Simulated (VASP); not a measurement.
Runs of VASP 6.6.1 on ZnCu. The structure is that of space group Pm-3m (No. 221), or close to it. The cells are those of the table. 

```csv
cell,further INCAR settings,gap on the mesh (eV),pressure (GPa)
"a = 2.945, b = 2.945, c = 3.033 Å, 2 atoms",ALGO = Fast; EDIFF = 1e-06; NBANDS = 18,none,(b)
"a = 2.945, b = 2.945, c = 2.901 Å, 2 atoms",ALGO = Fast; EDIFF = 1e-06; NBANDS = 18,none,-2.2
"a = 2.901, b = 2.901, c = 3.033 Å, 2 atoms",ALGO = Fast; EDIFF = 1e-06; NBANDS = 18,none,-3.6
"a = 3.033, b = 3.033, c = 2.857 Å, 2 atoms",ALGO = Fast; EDIFF = 1e-06; NBANDS = 18,none,(a)
"a = 2.989, b = 2.989, c = 3.033 Å, 2 atoms",ALGO = Fast; EDIFF = 1e-06; NBANDS = 18,none,-9.6
"a = 2.945, b = 2.945, c = 2.989 Å, 2 atoms",ALGO = Fast; EDIFF = 1e-07; NBANDS = 18,none,-5.6
"a = 2.989, b = 2.989, c = 2.901 Å, 2 atoms",ALGO = Fast; EDIFF = 1e-07; NBANDS = 18,none,-5.6
"a = 3.033, b = 3.033, c = 2.945 Å, 2 atoms",ALGO = Fast; EDIFF = 1e-07; NBANDS = 18,none,-9.5
```

Alike in all rows: task single point; level PBEsol; potentials or basis VASP PAW PBE potentials, release 64 (Zn, Cu); no spin polarisation; k mesh 16 × 16 × 16; cutoff (eV) 520; smearing gaussian 0.15 eV.

Question: Fill in the values left out.

Answer: (a) -6.7; (b) -6.9.

Caveats: the PAW data sets were made with another functional, which shifts forces and pressure a little; the cell stands under tension (at least some runs).

A gap of «none» marks levels without a gap at the run's occupations.
